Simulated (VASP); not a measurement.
# Te (P3_121) in VASP: single point with PBE

Aim: the single point of Te with PBE.

Everything below comes from runs of VASP 6.6.1. Logs are shortened: lines on timing, memory, paths and dates and some standing lists are left out, and cuts for length are marked.

## Step 1: The cell of the first run

Symmetry: P3_121, No. 152, trigonal system. The conventional cell has a = 4.471 Å, b = 4.471 Å, c = 5.837 Å, α = 90.00°, β = 90.00°, γ = 120.00°. Within 3.7 Å of Te (site symmetry 2) lie 6 Te at 2.85 to 3.46 Å.

## Step 2: Single point, PBE (uniaxial z strain -1.9%)

The input, INCAR:

```
PREC = Accurate
ENCUT = 500
EDIFF = 1E-6
ISMEAR = -1
SIGMA = 0.02
LREAL = F
LASPH = T
NELM = 120
ALGO = Normal
ISIF = 2
LWAVE = F
LCHARG = F
GGA = PE
NBANDS = 16
GGA_COMPAT = F
```

The input, KPOINTS:

```
regular mesh
0
Gamma
  6 6 4
```

The input, POSCAR:

```
Te
1.0
    4.4712576995      0.0000000000      0.0000000000
   -2.2356288497      3.8722227546      0.0000000000
    0.0000000000      0.0000000000      5.8369106011
Te
3
Direct
    0.2682137901      0.0000000000      0.3333333333
    0.0000000000      0.2682137901      0.6666666667
    0.7317862099      0.7317862099      0.0000000000
```

Potentials or basis: VASP PAW PBE potentials, release 64 (Te).

On the command line:

```sh
cat potpaw_PBE.64/Te/POTCAR > POTCAR
mpirun -np 1 vasp_std > vasp.out
```

OUTCAR:

```text
PREC = Accurate
   ENCUT = 500
   EDIFF = 1E-6
   ISMEAR = -1
   LREAL = F
   LASPH = T
   NELM = 120
   ISIF = 2
   GGA = PE

 ion  position               nearest neighbor table
   1  0.268  0.000  0.333-   3 2.85   2 2.85   3 3.46   3 3.46   2 3.46   2 3.46
   2  0.000  0.268  0.667-   3 2.85   1 2.85   3 3.46   3 3.46   1 3.46   1 3.46
   3  0.732  0.732  0.000-   2 2.85   1 2.85   2 3.46   1 3.46   1 3.46   2 3.46

  LATTYP: Found a hexagonal cell.
 ALAT       =     4.4712576995
 C/A-ratio  =     1.3054292536

  Lattice vectors:

 A1 = (   4.4712576995,   0.0000000000,   0.0000000000)
 A2 = (  -2.2356288497,   3.8722227546,   0.0000000000)
 A3 = (   0.0000000000,   0.0000000000,   5.8369106011)

Analysis of symmetry for initial positions (statically):
=====================================================================
 Subroutine PRICEL returns:
 Original cell was already a primitive cell.

 Routine SETGRP: Setting up the symmetry group for a
 hexagonal supercell.

 Subroutine GETGRP returns: Found  6 space group operations
 (whereof  2 operations were pure point group operations)
 out of a pool of 24 trial point group operations.

The static configuration has the point symmetry C_2 .
 The point group associated with its full space group is D_3 .

Analysis of symmetry for dynamics (positions and initial velocities):
=====================================================================
 Subroutine PRICEL returns:
 Original cell was already a primitive cell.

 Routine SETGRP: Setting up the symmetry group for a
 hexagonal supercell.

 Subroutine GETGRP returns: Found  6 space group operations
 (whereof  2 operations were pure point group operations)
 out of a pool of 24 trial point group operations.

The dynamic configuration has the point symmetry C_2 .
 The point group associated with its full space group is D_3 .

 Subroutine INISYM returns: Found  6 space group operations
 (whereof  2 operations are pure point group operations),
 and found     1 'primitive' translations

----------------------------------------------------------------------------------------

                                     Primitive cell

  volume of cell :     101.0586

  direct lattice vectors                    reciprocal lattice vectors
     4.471257699  0.000000000  0.000000000     0.223650719  0.129124803  0.000000000
    -2.235628850  3.872222755  0.000000000     0.000000000  0.258249606  0.000000000
     0.000000000  0.000000000  5.836910601     0.000000000  0.000000000  0.171323508

  length of vectors
     4.471257699  4.471257699  5.836910601     0.258249606  0.258249606  0.171323508

  position of ions in fractional coordinates (direct lattice)
     0.268213790  0.000000000  0.333333333
     0.000000000  0.268213790  0.666666667
     0.731786210  0.731786210  0.000000000

  ion indices of the primitive-cell ions
   primitive index   ion index
                 1           1
                 2           2
                 3           3

----------------------------------------------------------------------------------------

 KPOINTS: regular mesh

Automatic generation of k-mesh.
 Grid dimensions read from file:
 generate k-points for:    6    6    4

 Generating k-lattice:

  Cartesian coordinates                     Fractional coordinates (reciprocal lattice)
     0.037275120  0.021520800  0.000000000     0.166666667  0.000000000  0.000000000
     0.000000000  0.043041601  0.000000000     0.000000000  0.166666667  0.000000000
     0.000000000  0.000000000  0.042830877     0.000000000  0.000000000  0.250000000

  Length of vectors
     0.043041601  0.043041601  0.042830877

  Shift w.r.t. Gamma in fractional coordinates (k-lattice)
     0.000000000  0.000000000  0.000000000

 Subroutine IBZKPT returns following result:
 ===========================================

 Found     24 irreducible k-points:

 Following reciprocal coordinates:
            Coordinates               Weight
  0.000000  0.000000  0.000000      1.000000
  0.166667 -0.000000  0.000000      6.000000
  0.333333 -0.000000  0.000000      6.000000
  0.500000  0.000000  0.000000      3.000000
  0.166667  0.166667  0.000000      6.000000
  0.333333  0.166667  0.000000     12.000000
[... 16 lines left out ...]
  0.333333  0.166667  0.500000     12.000000
  0.333333  0.333333  0.500000      2.000000
   k-points           NKPTS =     24   k-points in BZ     NKDIM =     24   number of bands    NBANDS=     16
   number of dos      NEDOS =    301   number of ions     NIONS =      3
   total plane-waves  NPLWV =  62208
   dimension x,y,z NGX =    36 NGY =   36 NGZ =   48
   dimension x,y,z NGXF=    72 NGYF=   72 NGZF=   96
   ions per type =               3
   NGX,Y,Z   is equivalent  to a cutoff of  13.39, 13.39, 13.67 a.u.
   NGXF,Y,Z  is equivalent  to a cutoff of  26.77, 26.77, 27.34 a.u.
 SYSTEM =  unknown system
   PREC   = accura    normal or accurate (medium, high low for compatibility)
   ISTART =      0    job   : 0-new  1-cont  2-samecut
   ICHARG =      2    charge: 1-file 2-atom 10-const
   ISPIN  =      1    spin polarized calculation?
   LNONCOLLINEAR =      F non collinear calculations
   LSORBIT =      F    spin-orbit coupling
   LASPH  =      T    aspherical Exc in radial PAW
   ENCUT  =  500.0 eV  36.75 Ry    6.06 a.u.   8.15  8.15 10.64*2*pi/ulx,y,z
   NELM   =    120;   NELMIN=  2; NELMDL= -5     # of ELM steps
   EDIFF  = 0.1E-05   stopping-criterion for ELM
   LREAL  =      F    real-space projection
   EDIFFG = 0.1E-04   stopping-criterion for IOM
   NSW    =      0    number of steps for IOM
   IBRION =     -1    ionic relax: 0-MD 1-quasi-New 2-CG
   NFREE  =      0    steps in history (QN), initial steepest desc. (CG)
   ISIF   =      2    stress and relaxation
   ISYM   =      2    0-nonsym 1-usesym 2-fastsym
   POTIM  = 0.5000    time-step for ionic-motion
   TEBEG  =    0.0;   TEEND  =   0.0 temperature during run
   PSTRESS=    0.0 pullay stress
   NELECT =      18.0000    total number of electrons
   NUPDOWN=      -1.0000    fix difference up-down
   EMIN   =  10.00;   EMAX   =-10.00  energy-range for DOS
   EFERMI =   0.00;   METHOD = LEGACY
   ISMEAR =    -1;   SIGMA  =   0.02  broadening in eV -4-tet -1-fermi 0-gaus
   EFERMI_NEDOS =   21; number of points for ismear=-14 and -15
   IALGO  =     38    algorithm
   IMIX   =      4    mixing-type and parameters
     AMIX     =   0.40;   BMIX     =  1.00
     AMIX_MAG =   1.60;   BMIX_MAG =  1.00
  volume/ion in A,a.u.               =      33.69       227.33
  Fermi-wavevector in a.u.,A,eV,Ry     =   0.921103  1.740631 11.543589  0.848430
  Thomas-Fermi vector in A             =   2.046482
   LORBIT       =      0    0 simple, 1 ext, 2 COOP (PROOUT), +10 PAW based schemes
   GGA     = PE    functional components
   LHFCALC =     F    Hartree Fock is set to
   AEXX    =    0.0000 exact exchange contribution
   IVDW    =     0    specifies the selected vdW correction
   LEPSILON=     F    determine dielectric tensor
   LRPA    =     F    only Hartree local field effects (RPA)
 non-spin polarized calculation
  energy-cutoff  :      500.00
  volume of cell :      101.06
 maximum number of plane-waves:      2583
 NGX is ok and might be reduce to    36
   NGX = 17   NGY = 17   NGZ = 21

 number of electron      18.0000000 magnetization

 Free energy of the ion-electron system (eV)
  ---------------------------------------------------
  ext. energy  EPLUGINS =         0.00000000
  ---------------------------------------------------
  free energy    TOTEN  =        -9.39622360 eV

  energy without entropy =       -9.39620727  energy(sigma->0) =       -9.39621543

 E-fermi :   6.2113     XC(G=0):  -9.0950

 val. band max:        6.0724784092   @ k =   0.3333   0.3333   0.5000
 cond. band min:       6.3362246098   @ k =   0.3333   0.3333   0.5000
 fundamental gap:      0.2637462006
 Fermi energy:         6.2112931807

 k-point     1 :       0.0000    0.0000    0.0000
  band No.  band energies     occupation
      1      -7.6510      2.00000
      2      -4.2563      2.00000
      3      -4.2563      2.00000
      4       2.8650      2.00000
      5       3.2345      2.00000
      6       3.2345      2.00000
[... 8 lines left out ...]
     15      12.0278      0.00000
     16      12.3087      0.00000

 k-point     2 :       0.1667   -0.0000    0.0000
  band No.  band energies     occupation
      1      -7.4670      2.00000
      2      -4.3325      2.00000
      3      -4.2099      2.00000
      4       1.8615      2.00000
      5       2.5268      2.00000
      6       2.8411      2.00000
[... 8 lines left out ...]
     15      12.1209      0.00000
     16      12.5886      0.00000

 k-point     3 :       0.3333   -0.0000    0.0000
  band No.  band energies     occupation
      1      -6.9853      2.00000
      2      -4.6828      2.00000
      3      -4.1040      2.00000
      4       1.1694      2.00000
      5       1.8166      2.00000
      6       2.3602      2.00000
[... 8 lines left out ...]
     15      12.9958      0.00000
     16      13.9691      0.00000

 k-point     4 :       0.5000    0.0000    0.0000
  band No.  band energies     occupation
      1      -6.6137      2.00000
      2      -5.0365      2.00000
      3      -4.0447      2.00000
      4       1.1738      2.00000
      5       1.5940      2.00000
      6       2.3869      2.00000
[... 8 lines left out ...]
     15      14.6095      0.00000
     16      14.8405      0.00000

 k-point     5 :       0.1667    0.1667    0.0000
  band No.  band energies     occupation
      1      -7.1298      2.00000
      2      -4.4850      2.00000
      3      -4.2131      2.00000
      4       1.3813      2.00000
      5       1.6101      2.00000
      6       2.9696      2.00000
[... 8 lines left out ...]
     15      12.7880      0.00000
     16      13.5816      0.00000

 k-point     6 :       0.3333    0.1667    0.0000
  band No.  band energies     occupation
      1      -6.6436      2.00000
      2      -4.8357      2.00000
      3      -4.2499      2.00000
      4       1.2714      2.00000
      5       1.4951      2.00000
      6       2.5517      2.00000
[... 8 lines left out ...]
     15      13.7884      0.00000
     16      14.2215      0.00000

 k-point     7 :       0.3333    0.3333    0.0000
  band No.  band energies     occupation
      1      -6.4352      2.00000
      2      -4.6566      2.00000
      3      -4.6566      2.00000
      4       1.5194      2.00000
      5       1.5194      2.00000
      6       2.9622      2.00000
[... 8 lines left out ...]
     15      11.8049      0.00000
     16      14.5755      0.00000

 k-point     8 :       0.0000    0.0000    0.2500
  band No.  band energies     occupation
      1      -7.4186      2.00000
      2      -5.6439      2.00000
      3      -2.8388      2.00000
      4       2.5797      2.00000
      5       2.9992      2.00000
      6       3.4543      2.00000
[... 8 lines left out ...]
     15      11.8604      0.00000
     16      12.1729      0.00000

 k-point     9 :       0.1667   -0.0000    0.2500
  band No.  band energies     occupation
      1      -7.2434      2.00000
      2      -5.5320      2.00000
      3      -3.1029      2.00000
      4       2.0681      2.00000
      5       2.6949      2.00000
      6       3.1895      2.00000
[... 8 lines left out ...]
     15      11.5651      0.00000
     16      12.1724      0.00000
[... 172 lines left out ...]
 k-point    19 :       0.1667   -0.0000    0.5000
  band No.  band energies     occupation
      1      -6.5994      2.00000
      2      -6.5607      2.00000
      3      -2.5247      2.00000
      4       1.9249      2.00000
      5       2.8480      2.00000
      6       3.0809      2.00000
[... 8 lines left out ...]
     15      11.8417      0.00000
     16      12.8502      0.00000

 k-point    20 :       0.3333   -0.0000    0.5000
  band No.  band energies     occupation
      1      -6.2947      2.00000
      2      -6.1024      2.00000
      3      -3.3980      2.00000
      4       0.8929      2.00000
      5       2.3458      2.00000
      6       2.6210      2.00000
[... 8 lines left out ...]
     15      12.7962      0.00000
     16      13.1518      0.00000

 k-point    21 :       0.5000    0.0000    0.5000
  band No.  band energies     occupation
      1      -6.1186      2.00000
      2      -5.7449      2.00000
      3      -3.9408      2.00000
      4       0.3057      2.00000
      5       2.3201      2.00000
      6       2.3547      2.00000
[... 8 lines left out ...]
     15      14.0632      0.00000
     16      14.3016      0.00000

 k-point    22 :       0.1667    0.1667    0.5000
  band No.  band energies     occupation
      1      -6.3584      2.00000
      2      -6.2600      2.00000
      3      -3.1450      2.00000
      4       1.3935      2.00000
      5       2.1220      2.00000
      6       2.2847      2.00000
[... 8 lines left out ...]
     15      12.6177      0.00000
     16      12.8552      0.00000

 k-point    23 :       0.3333    0.1667    0.5000
  band No.  band energies     occupation
      1      -6.0660      2.00000
      2      -5.8398      2.00000
      3      -3.8455      2.00000
      4       0.6004      2.00000
      5       1.5430      2.00000
      6       1.7182      2.00000
[... 8 lines left out ...]
     15      12.7704      0.00000
     16      13.5463      0.00000

 k-point    24 :       0.3333    0.3333    0.5000
  band No.  band energies     occupation
      1      -5.8178      2.00000
      2      -5.8178      2.00000
      3      -4.0433      2.00000
      4       0.8100      2.00000
      5       0.9726      2.00000
      6       0.9726      2.00000
[... 8 lines left out ...]
     15      12.5239      0.00000
     16      12.9826      0.00000

------------------------ aborting loop because EDIFF is reached ----------------------------------------

  FORCE on cell =-STRESS in cart. coord.  units (eV):
  Direction    XX          YY          ZZ          XY          YZ          ZX
  --------------------------------------------------------------------------------------
  -------------------------------------------------------------------------------------
  Total        1.1695144      1.1695144      1.8561182      0.0000000      0.0000000      0.0000000
  in kB       18.5414238     18.5414238     29.4268073      0.0000000      0.0000000      0.0000000
  external PRESSURE =      22.1698850 kB  Pullay stress =       0.0000000 kB

 VOLUME and BASIS-vectors are now :
 -----------------------------------------------------------------------------
  energy-cutoff  :      500.00
  volume of cell :      101.06
      direct lattice vectors                 reciprocal lattice vectors
     4.471257699  0.000000000  0.000000000     0.223650719  0.129124803  0.000000000
    -2.235628850  3.872222755  0.000000000     0.000000000  0.258249606  0.000000000
     0.000000000  0.000000000  5.836910601     0.000000000  0.000000000  0.171323508

 POSITION                                       TOTAL-FORCE (eV/Angst)
 -----------------------------------------------------------------------------------
      1.19925      0.00000      1.94564         0.232390      0.000000     -0.000000
     -0.59963      1.03858      3.89127        -0.116195      0.201256      0.000000
      1.63600      2.83364      0.00000        -0.116195     -0.201256      0.000000
 -----------------------------------------------------------------------------------
    total drift:                                0.000000     -0.000000      0.000000

  FREE ENERGIE OF THE ION-ELECTRON SYSTEM (eV)
  ---------------------------------------------------
  free  energy   TOTEN  =        -9.3962235988 eV

  energy  without entropy=       -9.3962072669  energy(sigma->0) =       -9.39621543
```

Run time: 45 s. Hardware: 1 thread of AMD EPYC 7R43 (Zen 3), shared host; peak memory 0.2 GiB.

What came out:

| Property | Result |
| --- | --- |
| Free energy | -9.3962 eV |
| Pressure | 2.2 GPa |
| Largest force | 0.232 eV/Å |
| Band gap on the k mesh | 0.26 eV |

Forces on the atoms (eV/Å):
```
Te   0.232  0.000  0.000
Te  -0.116  0.201  0.000
Te  -0.116 -0.201  0.000
```

Stress tensor (GPa, compression positive):
```
1.85 0.00 0.00
0.00 1.85 0.00
0.00 0.00 2.94
```

Caveat: the cell differs from its parent crystal (uniaxial z strain -1.9%); spin-orbit coupling is left out, which moves the levels of the heavy elements.
